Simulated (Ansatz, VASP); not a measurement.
TiC in VASP and in Ansatz

File INCAR:

```
SYSTEM = TiC
PREC     = Accurate       ! precision mode
ENCUT    = 520            ! plane-wave cutoff, eV
EDIFF    = 1E-6           ! SCF threshold, eV
ISMEAR   = 0              ! smearing method
SIGMA    = 0.15           ! smearing width, eV
LREAL    = .FALSE.        ! projectors in reciprocal space
LASPH    = .TRUE.         ! aspherical terms in the spheres
NELM     = 80             ! most SCF steps
ALGO     = Normal         ! electronic algorithm
ISIF     = 2              ! what is computed and relaxed
LWAVE    = .FALSE.        ! write WAVECAR
LCHARG   = .FALSE.        ! write CHGCAR
GGA      = PS             ! functional
NBANDS   = 15             ! bands
```

File KPOINTS:

```
Automatic mesh
0
G
  24 24 24
  0 0 0
```

The input POSCAR:

```
TiC
1.0
    0.0000000000      2.1547355382      2.1547355382
    2.1466854677      0.0080500705      2.1466854677
    2.1466854677      2.1466854677      0.0080500705
Ti C
1 1
Direct
    0.0000000000      0.0000000000      0.0000000000
    0.5000000000      0.5000000000      0.5000000000
```

Input for Ansatz:

```yaml
crystal:
  lattice:
    - [0.0, 2.1547355382, 2.1547355382]
    - [2.1466854677, 0.0080500705, 2.1466854677]
    - [2.1466854677, 2.1466854677, 0.0080500705]
  atoms:
    - { symbol: Ti, position: [0.0, 0.0, 0.0] }
    - { symbol: C, position: [0.5, 0.5, 0.5] }
basis:
  ecutwfc: 420
kpoints:
  mp_grid: { grid: [24, 24, 24] }
hamiltonian:
  xc: pbesol
scf:
  occupations: { method: gaussian, width: 0.15 }
output:
  forces: true
  stress: true
  eigenvalues: true
```

Change from the starting cell: strain +0.0075 x Voigt [0, 0, 0, 1, 0, 0], atoms carried along.

Alike in both runs: task single point; functional PBEsol; k mesh 24 × 24 × 24; occupations gaussian, width 0.15 eV; no spin polarisation.

|  | VASP | Ansatz |
| --- | --- | --- |
| version | VASP 6.6.1 | Ansatz 0.2.0 |
| potentials or method | VASP PAW PBE potentials, release 64 (Ti_sv, C), cutoff 520 eV | scalar-relativistic, plane waves, PAW |
| valence electrons in the cell | 16 | 16 |

VASP gave:

| Item | Value |
| --- | --- |
| gap on the k mesh at the Fermi level (eV) | none |
| pressure (GPa) | 0.3 |
| traceless stress, the component that is largest in VASP (GPa) | -1.29 |

Q: Estimate Ansatz's values.

A: gap on the k mesh at the Fermi level (eV): none; pressure (GPa): 0.0; traceless stress, the component that is largest in VASP (GPa): -1.29.

VASP's potentials were made for PBE, not for PBEsol. A gap of «none» marks a metal or a gap that the smearing closes.
